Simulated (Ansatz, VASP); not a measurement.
# Two plane-wave programs on Ni

The input INCAR:

```
PREC = Accurate
ENCUT = 520
EDIFF = 1E-6
ISMEAR = -1
SIGMA = 0.05
LREAL = False
LASPH = True
NELM = 150
ALGO = Normal
ISIF = 2
LWAVE = False
LCHARG = True
ISPIN = 2
MAGMOM = -0.657 -0.657 -0.669 -0.669
LORBIT = 11
LMAXMIX = 4
GGA = PS
LELF = True
LVHAR = True
NBANDS = 32
```

The input KPOINTS:

```
regular mesh
0
Gamma
  17 17 5
```

POSCAR

```
Ni
1.0
    2.5409891362      0.0000000000      0.0000000000
   -1.2704945681      2.2005611427      0.0000000000
    0.0000000000      0.0000000000      8.3263110668
Ni
4
Direct
    0.0000000000      0.0000000000      0.0000000000
    0.0000000000      0.0000000000      0.5000000000
    0.3333333333      0.6666666667      0.2500000000
    0.6666666667      0.3333333333      0.7500000000
```

Input for Ansatz:

```yaml
crystal:
  lattice:
    - [2.5409891362, 0.0, 0.0]
    - [-1.2704945681, 2.2005611427, 0.0]
    - [0.0, 0.0, 8.3263110668]
  atoms:
    - { symbol: Ni, position: [0.0, 0.0, 0.0], spin: -0.657 }
    - { symbol: Ni, position: [0.0, 0.0, 0.5], spin: -0.657 }
    - { symbol: Ni, position: [0.3333333333, 0.6666666667, 0.25], spin: -0.669 }
    - { symbol: Ni, position: [0.6666666667, 0.3333333333, 0.75], spin: -0.669 }
hamiltonian:
  xc: pbesol
  pseudopotentials:
    kind: paw
    azcp:
      Ni: "pseudopotentials/Ni.paw.azcp"
basis:
  ecutwfc: 420
  fft_grid_basis: typed
kpoints:
  mp_grid: { grid: [17, 17, 5], shift: [0, 0, 0] }
magnetization:
  spin_polarized: true
scf:
  occupations: { method: fermi_dirac, width: 0.05 }
  lower_state_search: "off"
output:
  stress: true
  write_density: true
  write_potential: true
  elf: true
  volumetric_format: npy
```

Alike in both runs: task single point; functional PBEsol; k mesh 17 × 17 × 5; occupations fermi-dirac, width 0.05 eV; collinear spin.

|  | VASP | Ansatz |
| --- | --- | --- |
| version | VASP 6.6.1 | Ansatz 0.2.0 |
| potentials or method | VASP PAW PBE potentials, release 64 (Ni), cutoff 520 eV | plane waves (420 eV) with PAW, scalar-relativistic |
| valence electrons in the cell | 40 | 72 |

|  | VASP | Ansatz | Ansatz less VASP |
| --- | --- | --- | --- |
| pressure (GPa) | -19.3 | -19.6 | -0.28 |
| traceless stress, the component that is largest in VASP (GPa) | 0.01 | 0.08 | +0.069 |
| net moment per atom (μB) | 0.65 | 0.67 | +0.014 |
| size of the moment on the site where the two differ most (μB) | 0.67 | 0.71 | +0.038 |

VASP's potentials were made for PBE, not for PBEsol, and Ansatz warns of the same on its side. Site moments also hang on the region over which each program counts them. VASP's potentials hold 40 valence electrons a cell and Ansatz's 72, so a difference there can come from the potentials and not from the codes.
